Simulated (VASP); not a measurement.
Ta3TiN4, 8 atoms in the cell. The structure is hexagonal, space group P-6m2 (No. 187). The conventional cell has a = 2.943 Å, b = 2.943 Å, c = 11.383 Å, α = 90.00°, β = 90.00°, γ = 120.00°. Within 3.0 Å of Ti (site symmetry -6m2) lie 6 N at 2.20 Å and 2 Ta at 2.79 Å and 6 Ti at 2.94 Å. Ta (site symmetry -6m2) has 6 N at 2.23 Å and 8 Ta at 2.90 to 2.94 Å within 3.0 Å. Ta (site symmetry 3m) has 6 N at 2.20 to 2.24 Å and 1 Ti at 2.79 Å and 7 Ta at 2.90 to 2.94 Å within 3.0 Å. N (site symmetry 3m) has 6 Ta at 2.23 to 2.24 Å and 8 N at 2.86 to 2.94 Å within 3.0 Å. Within 3.0 Å of N (site symmetry 3m) lie 3 Ti at 2.20 Å and 3 Ta at 2.20 Å and 8 N at 2.78 to 2.94 Å. 

| Quantity | Value |
| --- | --- |
| Program | VASP 6.6.1 |
| Task | single point |
| Functional | PBE |
| Potentials or basis | VASP PAW PBE potentials, release 64 (Ti_sv, Ta_pv, N) |
| Cutoff | 520 eV |
| k mesh | 12 × 12 × 4 |
| Occupations | gaussian, width 0.1 eV |
| Spin | no spin polarisation |
| Dipole correction | no |
| Further INCAR settings | ALGO = Normal; EDIFF = 1e-06; NBANDS = 42 |

Potentials or basis: VASP PAW PBE potentials, release 64 (Ti_sv, Ta_pv, N).

The run is started by

```bash
$ cat potpaw_PBE.64/Ti_sv/POTCAR potpaw_PBE.64/Ta_pv/POTCAR potpaw_PBE.64/N/POTCAR > POTCAR
$ mpirun -np 1 vasp_std > vasp.out
```

Hardware: 1 thread of Intel(R) Xeon(R) 6975P-C (Granite Rapids) (shared host).

Problem. Estimate the wall time of this run.

Solution. Wall time 110 s on 1 thread of Intel(R) Xeon(R) 6975P-C (Granite Rapids), with other jobs on the host, peak memory 0.34 GiB. Counts: scf iterations 18, k points 57.
